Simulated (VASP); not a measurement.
# Ga (Fm-3m) in VASP: single point with PBEsol

Aim: the single point of Ga with PBEsol.

Program: VASP 6.6.1. These are calculated values, not measurements. Logs are shortened: lines on timing, memory, paths and dates and some standing lists are left out, and cuts for length are marked.

### Step 1. The cell of the first run

The structure is cubic, space group Fm-3m (No. 225). The conventional cell has a = 4.138 Å, b = 4.138 Å, c = 4.138 Å, α = 90.00°, β = 90.00°, γ = 90.00°. Ga (site symmetry m-3m) has 12 Ga at 2.93 Å within 3.9 Å.

### Step 2. Single point, PBEsol

Contents of INCAR:

```
SYSTEM = Ga
ALGO = Normal
EDIFF = 1E-6
ENCUT = 520
GGA = PS
ISIF = 2
ISMEAR = -1
LASPH = .True.
LCHARG = .False.
LREAL = .False.
LWAVE = .False.
NBANDS = 12
NELM = 60
PREC = Accurate
SIGMA = 0.13605693000000002
```

Contents of KPOINTS:

```
k-points
0
Gamma
  14 14 14
  0 0 0
```

Contents of POSCAR:

```
Ga
1.0
    0.0000000000      2.0691250085      2.0691250085
    2.0691250085      0.0000000000      2.0691250085
    2.0691250085      2.0691250085      0.0000000000
Ga
1
Direct
    0.0000000000      0.0000000000      0.0000000000
```

Potentials or basis: VASP PAW PBE potentials, release 64 (Ga_d).

Command:

```
> cat potpaw_PBE.64/Ga_d/POTCAR > POTCAR
> mpirun -np 1 vasp_std > vasp.out
```

OUTCAR:

```text
SYSTEM = Ga
   EDIFF = 1E-6
   ENCUT = 520
   GGA = PS
   ISIF = 2
   ISMEAR = -1
   LASPH = .True.
   LREAL = .False.
   NELM = 60
   PREC = Accurate

 ion  position               nearest neighbor table
   1  0.000  0.000  0.000-

  LATTYP: Found a face centered cubic cell.
 ALAT       =     4.1382500170

  Lattice vectors:

 A1 = (   0.0000000000,   2.0691250085,   2.0691250085)
 A2 = (   2.0691250085,   0.0000000000,   2.0691250085)
 A3 = (   2.0691250085,   2.0691250085,   0.0000000000)

Analysis of symmetry for initial positions (statically):
=====================================================================
 Subroutine PRICEL returns:
 Original cell was already a primitive cell.

 Routine SETGRP: Setting up the symmetry group for a
 face centered cubic supercell.

 Subroutine GETGRP returns: Found 48 space group operations
 (whereof 48 operations were pure point group operations)
 out of a pool of 48 trial point group operations.

The static configuration has the point symmetry O_h .

Analysis of symmetry for dynamics (positions and initial velocities):
=====================================================================
 Subroutine PRICEL returns:
 Original cell was already a primitive cell.

 Routine SETGRP: Setting up the symmetry group for a
 face centered cubic supercell.

 Subroutine GETGRP returns: Found 48 space group operations
 (whereof 48 operations were pure point group operations)
 out of a pool of 48 trial point group operations.

The dynamic configuration has the point symmetry O_h .

 Subroutine INISYM returns: Found 48 space group operations
 (whereof 48 operations are pure point group operations),
 and found     1 'primitive' translations

----------------------------------------------------------------------------------------

                                     Primitive cell

  volume of cell :      17.7170

  direct lattice vectors                    reciprocal lattice vectors
     0.000000000  2.069125008  2.069125008    -0.241648039  0.241648039  0.241648039
     2.069125008  0.000000000  2.069125008     0.241648039 -0.241648039  0.241648039
     2.069125008  2.069125008  0.000000000     0.241648039  0.241648039 -0.241648039

  length of vectors
     2.926184649  2.926184649  2.926184649     0.418546680  0.418546680  0.418546680

  position of ions in fractional coordinates (direct lattice)
     0.000000000  0.000000000  0.000000000

  ion indices of the primitive-cell ions
   primitive index   ion index
                 1           1

----------------------------------------------------------------------------------------

 KPOINTS: k-points

Automatic generation of k-mesh.
 Grid dimensions read from file:
 generate k-points for:   14   14   14

 Generating k-lattice:

  Cartesian coordinates                     Fractional coordinates (reciprocal lattice)
    -0.017260574  0.017260574  0.017260574     0.071428571  0.000000000  0.000000000
     0.017260574 -0.017260574  0.017260574     0.000000000  0.071428571  0.000000000
     0.017260574  0.017260574 -0.017260574     0.000000000  0.000000000  0.071428571

  Length of vectors
     0.029896191  0.029896191  0.029896191

  Shift w.r.t. Gamma in fractional coordinates (k-lattice)
     0.000000000  0.000000000  0.000000000

 Subroutine IBZKPT returns following result:
 ===========================================

 Found    104 irreducible k-points:

 Following reciprocal coordinates:
            Coordinates               Weight
  0.000000  0.000000  0.000000      1.000000
  0.071429  0.000000  0.000000      8.000000
  0.142857  0.000000  0.000000      8.000000
  0.214286  0.000000  0.000000      8.000000
  0.285714  0.000000  0.000000      8.000000
  0.357143  0.000000  0.000000      8.000000
[... 16 lines left out ...]
  0.214286  0.142857  0.000000     24.000000
  0.285714  0.142857  0.000000     24.000000
 [... further k-points ...]
   k-points           NKPTS =    104   k-points in BZ     NKDIM =    104   number of bands    NBANDS=     12
   number of dos      NEDOS =    301   number of ions     NIONS =      1
   total plane-waves  NPLWV =  13824
   dimension x,y,z NGX =    24 NGY =   24 NGZ =   24
   dimension x,y,z NGXF=    48 NGYF=   48 NGZF=   48
   ions per type =               1
   NGX,Y,Z   is equivalent  to a cutoff of  13.64, 13.64, 13.64 a.u.
   NGXF,Y,Z  is equivalent  to a cutoff of  27.27, 27.27, 27.27 a.u.
 SYSTEM =  Ga
   PREC   = accura    normal or accurate (medium, high low for compatibility)
   ISTART =      0    job   : 0-new  1-cont  2-samecut
   ICHARG =      2    charge: 1-file 2-atom 10-const
   ISPIN  =      1    spin polarized calculation?
   LNONCOLLINEAR =      F non collinear calculations
   LSORBIT =      F    spin-orbit coupling
   LASPH  =      T    aspherical Exc in radial PAW
   ENCUT  =  520.0 eV  38.22 Ry    6.18 a.u.   5.44  5.44  5.44*2*pi/ulx,y,z
   NELM   =     60;   NELMIN=  2; NELMDL= -5     # of ELM steps
   EDIFF  = 0.1E-05   stopping-criterion for ELM
   LREAL  =      F    real-space projection
   EDIFFG = 0.1E-04   stopping-criterion for IOM
   NSW    =      0    number of steps for IOM
   IBRION =     -1    ionic relax: 0-MD 1-quasi-New 2-CG
   NFREE  =      0    steps in history (QN), initial steepest desc. (CG)
   ISIF   =      2    stress and relaxation
   ISYM   =      2    0-nonsym 1-usesym 2-fastsym
   POTIM  = 0.5000    time-step for ionic-motion
   TEBEG  =    0.0;   TEEND  =   0.0 temperature during run
   PSTRESS=    0.0 pullay stress
   NELECT =      13.0000    total number of electrons
   NUPDOWN=      -1.0000    fix difference up-down
   EMIN   =  10.00;   EMAX   =-10.00  energy-range for DOS
   EFERMI =   0.00;   METHOD = LEGACY
   ISMEAR =    -1;   SIGMA  =   0.14  broadening in eV -4-tet -1-fermi 0-gaus
   EFERMI_NEDOS =   21; number of points for ismear=-14 and -15
   IALGO  =     38    algorithm
   IMIX   =      4    mixing-type and parameters
     AMIX     =   0.40;   BMIX     =  1.00
     AMIX_MAG =   1.60;   BMIX_MAG =  1.00
  volume/ion in A,a.u.               =      17.72       119.56
  Fermi-wavevector in a.u.,A,eV,Ry     =   1.476588  2.790346 29.664932  2.180311
  Thomas-Fermi vector in A             =   2.591096
   LORBIT       =      0    0 simple, 1 ext, 2 COOP (PROOUT), +10 PAW based schemes
   GGA     = PS    functional components
   LHFCALC =     F    Hartree Fock is set to
   AEXX    =    0.0000 exact exchange contribution
   IVDW    =     0    specifies the selected vdW correction
   LEPSILON=     F    determine dielectric tensor
   LRPA    =     F    only Hartree local field effects (RPA)
 non-spin polarized calculation
  energy-cutoff  :      520.00
  volume of cell :       17.72
 maximum number of plane-waves:       531
 NGX is ok and might be reduce to    24
   NGX = 11   NGY = 11   NGZ = 11

 number of electron      12.9999991 magnetization

 Free energy of the ion-electron system (eV)
  ---------------------------------------------------
  ext. energy  EPLUGINS =         0.00000000
  ---------------------------------------------------
  free energy    TOTEN  =        -3.34466140 eV

  energy without entropy =       -3.32191063  energy(sigma->0) =       -3.33328601

 E-fermi :   6.0719     XC(G=0): -11.4706

 val. band max:        6.0272959178   @ k =   0.5000   0.2857   0.0000
 cond. band min:       6.1684810818   @ k =   0.4286   0.1429   0.0714
 fundamental gap:      0.1411851640
 Fermi energy:         6.0718887474

 k-point     1 :       0.0000    0.0000    0.0000
  band No.  band energies     occupation
      1      -8.8927      2.00000
      2      -8.8927      2.00000
      3      -8.8927      2.00000
      4      -8.7500      2.00000
      5      -8.7500      2.00000
      6      -5.5440      2.00000
      7      18.9154      0.00000
      8      18.9154      0.00000
      9      18.9154      0.00000
     10      22.2008      0.00000
     11      22.6542      0.00000
     12      22.6542      0.00000

 k-point     2 :       0.0714    0.0000    0.0000
  band No.  band energies     occupation
      1      -8.8951      2.00000
      2      -8.8855      2.00000
      3      -8.8855      2.00000
      4      -8.7512      2.00000
      5      -8.7512      2.00000
      6      -5.4067      2.00000
      7      17.1880      0.00000
      8      18.6084      0.00000
      9      18.6084      0.00000
     10      21.2870      0.00000
     11      23.1582      0.00000
     12      23.1582      0.00000

 k-point     3 :       0.1429    0.0000    0.0000
  band No.  band energies     occupation
      1      -8.9040      2.00000
      2      -8.8693      2.00000
      3      -8.8693      2.00000
      4      -8.7505      2.00000
      5      -8.7505      2.00000
      6      -4.9918      2.00000
      7      14.2083      0.00000
      8      17.9960      0.00000
      9      17.9961      0.00000
     10      20.9505      0.00000
     11      24.1938      0.00000
     12      24.1938      0.00000
[... 286 lines left out ...]
 k-point    23 :       0.2143    0.1429    0.0000
  band No.  band energies     occupation
      1      -8.9436      2.00000
      2      -8.8277      2.00000
      3      -8.8192      2.00000
      4      -8.8021      2.00000
      5      -8.7150      2.00000
      6      -4.2972      2.00000
      7      13.5330      0.00000
      8      15.1551      0.00000
      9      16.5644      0.00000
     10      18.7029      0.00000
     11      20.2751      0.00000
     12      26.9544      0.00000

 k-point    24 :       0.2857    0.1429    0.0000
  band No.  band energies     occupation
      1      -8.9527      2.00000
      2      -8.8455      2.00000
      3      -8.8115      2.00000
      4      -8.7812      2.00000
      5      -8.6883      2.00000
      6      -3.5025      2.00000
      7      10.6727      0.00000
      8      14.6159      0.00000
      9      15.7718      0.00000
     10      18.3142      0.00000
     11      21.1180      0.00000
     12      26.7596      0.00000

 [... further k-points ...]

------------------------ aborting loop because EDIFF is reached ----------------------------------------

  FORCE on cell =-STRESS in cart. coord.  units (eV):
  Direction    XX          YY          ZZ          XY          YZ          ZX
  --------------------------------------------------------------------------------------
  -------------------------------------------------------------------------------------
  Total        0.0097990      0.0097990      0.0097990      0.0000000     -0.0000000     -0.0000000
  in kB        0.8861433      0.8861433      0.8861433      0.0000000     -0.0000000     -0.0000000
  external PRESSURE =       0.8861433 kB  Pullay stress =       0.0000000 kB

 VOLUME and BASIS-vectors are now :
 -----------------------------------------------------------------------------
  energy-cutoff  :      520.00
  volume of cell :       17.72
      direct lattice vectors                 reciprocal lattice vectors
     0.000000000  2.069125008  2.069125008    -0.241648039  0.241648039  0.241648039
     2.069125008  0.000000000  2.069125008     0.241648039 -0.241648039  0.241648039
     2.069125008  2.069125008  0.000000000     0.241648039  0.241648039 -0.241648039

 POSITION                                       TOTAL-FORCE (eV/Angst)
 -----------------------------------------------------------------------------------
      0.00000      0.00000      0.00000        -0.000000     -0.000000     -0.000000
 -----------------------------------------------------------------------------------
    total drift:                               -0.000000      0.000000     -0.000000

  FREE ENERGIE OF THE ION-ELECTRON SYSTEM (eV)
  ---------------------------------------------------
  free  energy   TOTEN  =        -3.3446614004 eV

  energy  without entropy=       -3.3219106281  energy(sigma->0) =       -3.33328601
```

Run time: 28 s. Hardware: 1 thread of Intel Xeon 8259CL, shared host; peak memory 0.15 GiB.

Results:

| Quantity | Value |
| --- | --- |
| Free energy | -3.3447 eV |
| Pressure | 0.1 GPa |

Caveat: the PAW data sets were made with another functional, which shifts forces and pressure a little.
